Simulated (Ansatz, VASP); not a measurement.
**One calculation of H2O, two programs**

```
CELL_PARAMETERS angstrom
15.00000 0.00000 0.00000
0.00000 15.50000 0.00000
0.00000 0.00000 16.00000
ATOMIC_POSITIONS crystal
O 0.50009 0.47993 0.48450
H 0.55085 0.51145 0.50629
H 0.44905 0.50861 0.50921
```

Alike in both runs: functional PBE; k mesh 1 × 1 × 1; occupations gaussian, width 0.005 eV; no spin polarisation.

Ansatz relaxed the structure, and its values are those at the end. VASP's run is a single point on that final structure, the one shown.

|  | VASP | Ansatz |
| --- | --- | --- |
| version | VASP 6.6.1 | Ansatz 0.2.0 |
| potentials or method | VASP PAW PBE potentials, release 64 (O_h, H_h), cutoff 910 eV | scalar-relativistic, plane waves, PAW |
| valence electrons in the cell | 8 | 8 |

```tsv
	VASP	Ansatz	Ansatz less VASP
gap on the k mesh at the Fermi level (eV)	6.25	6.25	-0.005
rms of the force components (eV/Å)	0.007	0.001	-0.0058
```

With one functional, cell and mesh, what is left measures potentials, basis and numerics.

Noted on VASP's run: the cutoff is short for stress, so the pressure is rough.
